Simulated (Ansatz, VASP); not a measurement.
## Two plane-wave programs on NiO2

```
Ni O
1.0
     2.71349    0.00000    0.00000
    -1.35675    2.34995    0.00000
     0.00000    0.00000    5.23433
Ni O
1 2
Direct
  0.00000 0.00000 0.50000
  0.66667 0.33333 0.68766
  0.33333 0.66667 0.31234
```

Alike in both runs: task single point; functional PBEsol; k mesh 12 × 12 × 6; occupations gaussian, width 0.05 eV; no spin polarisation.

```csv
,VASP,Ansatz
version,VASP 6.6.1,Ansatz 0.2.0
potentials or method,"VASP PAW PBE potentials, release 64 (Ni_sv_GW, O), cutoff 700 eV","scalar-relativistic, plane waves, PAW"
valence electrons in the cell,30,30
```

Ansatz gave:

* gap on the k mesh at the Fermi level (eV): 1.23
* least direct gap on the mesh (eV): 1.39
* pressure (GPa): 4.3
* traceless stress, the component that is largest in VASP (GPa): -7.30
* rms of the force components (eV/Å): 0.147

Q: Which values does VASP return?

A: gap on the k mesh at the Fermi level (eV): 1.22; least direct gap on the mesh (eV): 1.39; pressure (GPa): 4.5; traceless stress, the component that is largest in VASP (GPa): -7.69; rms of the force components (eV/Å): 0.122.

VASP's potentials were made for PBE, not for PBEsol. Atom by atom the forces differ by 0.026 eV/Å (rms over components). The functional is the same, so the differences come from potentials, cutoffs and numerics.
